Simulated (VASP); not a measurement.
# FeO (R-3m) in VASP: further runs

The runs below take FeO through single point, with PBE.

All numbers are computed with VASP 6.6.1; they aren't measurements. Logs are shortened: lines on timing, memory, paths and dates and some standing lists are left out, and cuts for length are marked.

**1. The cell of the first run**

Symmetry: R-3m, No. 166, trigonal system. Conventional cell: a = 3.035 Å, b = 3.035 Å, c = 7.547 Å, α = 90.00°, β = 90.00°, γ = 120.00°. Fe (site symmetry -3m) has 6 O at 2.16 Å within 2.9 Å. Within 2.9 Å of O (site symmetry -3m) lie 6 Fe at 2.16 Å.

**2. Single point, PBE, collinear spin, ferromagnetic start**

Contents of INCAR:

```
PREC = Accurate
ENCUT = 520
EDIFF = 1E-6
ISMEAR = -1
SIGMA = 0.05
LREAL = False
LASPH = True
NELM = 150
ALGO = Normal
ISIF = 2
LWAVE = False
LCHARG = False
ISPIN = 2
MAGMOM = 0.8 0
LORBIT = 11
NUPDOWN = 0.8
LMAXMIX = 4
GGA = PE
NBANDS = 18
```

Contents of KPOINTS:

```
regular mesh
0
Gamma
  9 9 9
```

Contents of POSCAR:

```
FeO
1.0
    1.5176821100      0.8762341800      2.5157945800
   -1.5176821100      0.8762341800      2.5157945800
    0.0000000000     -1.7524683500      2.5157945800
Fe O
1 1
Direct
    0.0000000000      0.0000000000      0.0000000000
    0.5000000000      0.5000000000      0.5000000000
```

Potentials or basis: VASP PAW PBE potentials, release 64 (Fe, O).

On the command line:

```console
> cat potpaw_PBE.64/Fe/POTCAR potpaw_PBE.64/O/POTCAR > POTCAR
> mpirun -np 1 vasp_std > vasp.out
```

OUTCAR:

```text
PREC = Accurate
   ENCUT = 520
   EDIFF = 1E-6
   ISMEAR = -1
   LREAL = False
   LASPH = True
   NELM = 150
   ISIF = 2
   ISPIN = 2
   LORBIT = 11
   NUPDOWN = 0.8
   GGA = PE

 ion  position               nearest neighbor table
   1  0.000  0.000  0.000-   2 2.16   2 2.16   2 2.16   2 2.16   2 2.16   2 2.16
   2  0.500  0.500  0.500-   1 2.16   1 2.16   1 2.16   1 2.16   1 2.16   1 2.16

  LATTYP: Found a trigonal (rhomboedric) cell.
 ALAT       =     3.0660019070
 COS(alpha) =     0.5099427872

  Lattice vectors:

 A1 = (   1.5176821100,   0.8762341800,   2.5157945800)
 A2 = (  -1.5176821100,   0.8762341800,   2.5157945800)
 A3 = (   0.0000000000,  -1.7524683500,   2.5157945800)

Analysis of symmetry for initial positions (statically):
=====================================================================
 Subroutine PRICEL returns:
 Original cell was already a primitive cell.

 Routine SETGRP: Setting up the symmetry group for a
 trigonal (rhombohedral) supercell.

 Subroutine GETGRP returns: Found 12 space group operations
 (whereof 12 operations were pure point group operations)
 out of a pool of 12 trial point group operations.

The static configuration has the point symmetry D_3d.
[... 5 lines left out ...]

 Routine SETGRP: Setting up the symmetry group for a
 trigonal (rhombohedral) supercell.

 Subroutine GETGRP returns: Found 12 space group operations
 (whereof 12 operations were pure point group operations)
 out of a pool of 12 trial point group operations.

The dynamic configuration has the point symmetry D_3d.

Analysis of structural, dynamic, and magnetic symmetry:
=====================================================================
 Subroutine PRICEL returns:
 Original cell was already a primitive cell.

 Routine SETGRP: Setting up the symmetry group for a
 trigonal (rhombohedral) supercell.

 Subroutine GETGRP returns: Found 12 space group operations
 (whereof 12 operations were pure point group operations)
 out of a pool of 12 trial point group operations.

The overall configuration has the point symmetry D_3d.

 Subroutine INISYM returns: Found 12 space group operations
[... 5 lines left out ...]
                                     Primitive cell

  volume of cell :      20.0737

  direct lattice vectors                    reciprocal lattice vectors
     1.517682110  0.876234180  2.515794580     0.329449755  0.190207905  0.132496244
    -1.517682110  0.876234180  2.515794580    -0.329449755  0.190207905  0.132496244
     0.000000000 -1.752468350  2.515794580     0.000000000 -0.380415809  0.132496245

  length of vectors
[... 102 lines left out ...]
     AMIX_MAG =   1.60;   BMIX_MAG =  1.00
  volume/ion in A,a.u.               =      10.04        67.73
  Fermi-wavevector in a.u.,A,eV,Ry     =   1.451805  2.743514 28.677524  2.107739
  Thomas-Fermi vector in A             =   2.569260
   LORBIT       =     11    0 simple, 1 ext, 2 COOP (PROOUT), +10 PAW based schemes
   GGA     = PE    functional components
   LHFCALC =     F    Hartree Fock is set to
   AEXX    =    0.0000 exact exchange contribution
   IVDW    =     0    specifies the selected vdW correction
   LEPSILON=     F    determine dielectric tensor
   LRPA    =     F    only Hartree local field effects (RPA)
 spin polarized calculation
  energy-cutoff  :      520.00
  volume of cell :       20.07
 maximum number of plane-waves:       556
   NGX = 11   NGY = 11   NGZ = 11

 number of electron      13.9999999 magnetization       0.8000000

 Free energy of the ion-electron system (eV)
  ---------------------------------------------------
  ext. energy  EPLUGINS =         0.00000000
  ---------------------------------------------------
  free energy    TOTEN  =       -13.67508783 eV

  energy without entropy =      -13.63374758  energy(sigma->0) =      -13.65441770

 E-fermi :   5.8117     XC(G=0): -12.2102

 val. band max:        5.8092446696   @ k =  -0.4444   0.4444   0.4444
 cond. band min:       5.4889084137   @ k =  -0.2222   0.3333   0.1111
 fundamental gap:     -0.3203362558
 Fermi energy:         5.4616059706

 spin component 1

 k-point     1 :       0.0000    0.0000    0.0000
  band No.  band energies     occupation
      1     -14.9250      1.00000
      2       1.8520      1.00000
      3       1.9309      1.00000
      4       1.9309      1.00000
      5       3.6665      1.00000
      6       3.7025      1.00000
[... 493 lines left out ...]
     17      35.9296      0.00000
     18      35.9313      0.00000

 [... further k-points ...]

 spin component 2

 k-point     1 :       0.0000    0.0000    0.0000
  band No.  band energies     occupation
      1     -14.8933      1.00000
      2       1.8683      1.00000
      3       1.9640      1.00000
      4       1.9640      1.00000
      5       4.6277      1.00000
      6       4.6979      1.00000
[... 493 lines left out ...]
     17      35.9233      0.00000
     18      35.9374      0.00000

 [... further k-points ...]

------------------------ aborting loop because EDIFF is reached ----------------------------------------

  FORCE on cell =-STRESS in cart. coord.  units (eV):
  Direction    XX          YY          ZZ          XY          YZ          ZX
  --------------------------------------------------------------------------------------
  -------------------------------------------------------------------------------------
  Total       -2.8908477     -2.8908477     -2.8516588      0.0000000     -0.0000000      0.0000000
  in kB     -230.7322861   -230.7322871   -227.6044308      0.0000000     -0.0000003      0.0000000
  external PRESSURE =    -229.6896680 kB  Pullay stress =       0.0000000 kB

 VOLUME and BASIS-vectors are now :
 -----------------------------------------------------------------------------
  energy-cutoff  :      520.00
  volume of cell :       20.07
      direct lattice vectors                 reciprocal lattice vectors
     1.517682110  0.876234180  2.515794580     0.329449755  0.190207905  0.132496244
    -1.517682110  0.876234180  2.515794580    -0.329449755  0.190207905  0.132496244
     0.000000000 -1.752468350  2.515794580     0.000000000 -0.380415809  0.132496245

 POSITION                                       TOTAL-FORCE (eV/Angst)
 -----------------------------------------------------------------------------------
      0.00000      0.00000      0.00000         0.000000      0.000000      0.000000
      0.00000      0.00000      3.77369        -0.000000     -0.000000     -0.000000
 -----------------------------------------------------------------------------------
    total drift:                               -0.000000      0.000000     -0.000000

  FREE ENERGIE OF THE ION-ELECTRON SYSTEM (eV)
  ---------------------------------------------------
  free  energy   TOTEN  =       -13.6750878268 eV

  energy  without entropy=      -13.6337475819  energy(sigma->0) =      -13.65441770

 total charge

# of ion       s       p       d       tot
------------------------------------------
    1        0.261   0.319   6.270   6.850
    2        1.559   3.361   0.000   4.920
--------------------------------------------------
tot          1.820   3.680   6.270  11.770

 magnetization (x)

# of ion       s       p       d       tot
------------------------------------------
    1        0.002  -0.001   0.780   0.781
    2       -0.007   0.028   0.000   0.021
--------------------------------------------------
tot         -0.004   0.027   0.780   0.802
```

stdout:

```text
POSCAR found type information on POSCAR FeO
 POSCAR found :  2 types and       2 ions
 scaLAPACK will be used
 LDA part: xc-table for (Slater+PW92), standard interpolation
 POSCAR, INCAR and KPOINTS ok, starting setup
 FFT: planning ... GRIDC
 FFT: planning ... GRID_SOFT
 FFT: planning ... GRID
 WAVECAR not read
 entering main loop
```

Wall time 4.1 min (1 thread of AMD EPYC 7R13, shared host); peak memory 0.15 GiB.

Results:

- Free energy: -13.6751 eV
- Pressure: -23.0 GPa
- Net moment: 0.80 μB per cell
- Site moments: Fe +0.78; O +0.02 μB
- Valence electrons inside the program's atomic spheres: Fe 6.85; O 4.92

Caveat: the total moment is fixed, so each spin has its own Fermi level; a cell with one magnetic atom can't hold antiferromagnetic order, which such compounds often take.

**3. Single point, PBE, collinear spin, ferromagnetic start**

Contents of INCAR:

```
SYSTEM = FeO
PREC     = Accurate       ! precision mode
ENCUT    = 520            ! plane-wave cutoff, eV
EDIFF    = 1E-6           ! SCF threshold, eV
ISMEAR   = -1             ! smearing method
SIGMA    = 0.05           ! smearing width, eV
LREAL    = .FALSE.        ! projectors in reciprocal space
LASPH    = .TRUE.         ! aspherical terms in the spheres
NELM     = 150            ! most SCF steps
ALGO     = Normal         ! electronic algorithm
ISIF     = 2              ! what is computed and relaxed
LWAVE    = .FALSE.        ! write WAVECAR
LCHARG   = .FALSE.        ! write CHGCAR
ISPIN    = 2              ! spin polarisation
MAGMOM   = 1.5 0          ! initial moments
LORBIT   = 11             ! projections on sites
NUPDOWN  = 1.5            ! fixed moment
LMAXMIX  = 4              ! l up to which the mixer works
GGA      = PE             ! functional
NBANDS   = 18             ! bands
```

Contents of KPOINTS:

```
Automatic mesh
0
G
  9 9 9
  0 0 0
```

POSCAR is that of step 2.

Potentials or basis: VASP PAW PBE potentials, release 64 (Fe, O).

On the command line:

```console
> cat potpaw_PBE.64/Fe/POTCAR potpaw_PBE.64/O/POTCAR > POTCAR
> mpirun -np 1 vasp_std > vasp.out
```

Wall time 22 min (1 thread of AMD EPYC 7R13, shared host); peak memory 0.16 GiB.

The run converged. Its results:

| Property | Result |
| --- | --- |
| Free energy | -13.8933 eV |
| Pressure | -21.5 GPa |
| Net moment | 1.50 μB per cell |
| Site moments | Fe +1.53; O -0.04 μB |
| Valence electrons inside the program's atomic spheres | Fe 6.84; O 4.93 |

Stress tensor (GPa, compression positive):
```
-21.85   0.00   0.00
  0.00 -21.85   0.00
  0.00   0.00 -20.75
```

Caveat: the total moment is fixed, so each spin has its own Fermi level; a cell with one magnetic atom can't hold antiferromagnetic order, which such compounds often take.

**4. Single point, PBE, collinear spin, ferromagnetic start**

Contents of INCAR:

```
SYSTEM = FeO
ALGO = Normal
EDIFF = 1E-6
ENCUT = 520
GGA = PE
ISIF = 2
ISMEAR = -1
ISPIN = 2
LASPH = .TRUE.
LCHARG = .FALSE.
LMAXMIX = 4
LORBIT = 11
LREAL = .FALSE.
LWAVE = .FALSE.
MAGMOM = 2.2 0
NBANDS = 18
NELM = 150
NUPDOWN = 2.2
PREC = Accurate
SIGMA = 0.05
```

Contents of KPOINTS:

```
k-points
0
G
  9 9 9
  0 0 0
```

POSCAR is that of step 3.

On the command line:

```console
> cat potpaw_PBE.64/Fe/POTCAR potpaw_PBE.64/O/POTCAR > POTCAR
> mpirun -np 1 vasp_std > vasp.out
```

Run time: 2.4 min. Hardware: 1 thread of AMD EPYC 7R13, shared host; peak memory 0.15 GiB.

It converged, with:

```yaml
Free_energy: -14.2187 eV
Pressure: -17.5 GPa
Net_moment: 2.20 μB per cell
Site_moments: Fe +2.18; O -0.01 μB
Valence_electrons_inside_the_program's_atomic_spheres: Fe 6.82; O 4.94
```

Stress tensor (GPa, compression positive):
```
-17.94   0.00   0.00
  0.00 -17.94   0.00
  0.00   0.00 -16.58
```

Caveat: the total moment is fixed, so each spin has its own Fermi level; a cell with one magnetic atom can't hold antiferromagnetic order, which such compounds often take.

**5. The runs side by side**

```csv
fixed moment (μB),pressure (GPa),moment (μB)
0.8,-23.0,0.80
1.5,-21.5,1.50
2.2,-17.5,2.20
```

Alike in all rows: task single point; level PBE; potentials or basis VASP PAW PBE potentials, release 64 (Fe, O); spin collinear, ferromagnetic start; cell as given; k mesh 9 × 9 × 9; cutoff (eV) 520; smearing fermi-dirac 0.05 eV.

Caveats: the total moment is fixed, so each spin has its own Fermi level; a cell with one magnetic atom can't hold antiferromagnetic order, which such compounds often take.

Total energies depend on the potentials used, so only differences within one code and one set of settings carry meaning.
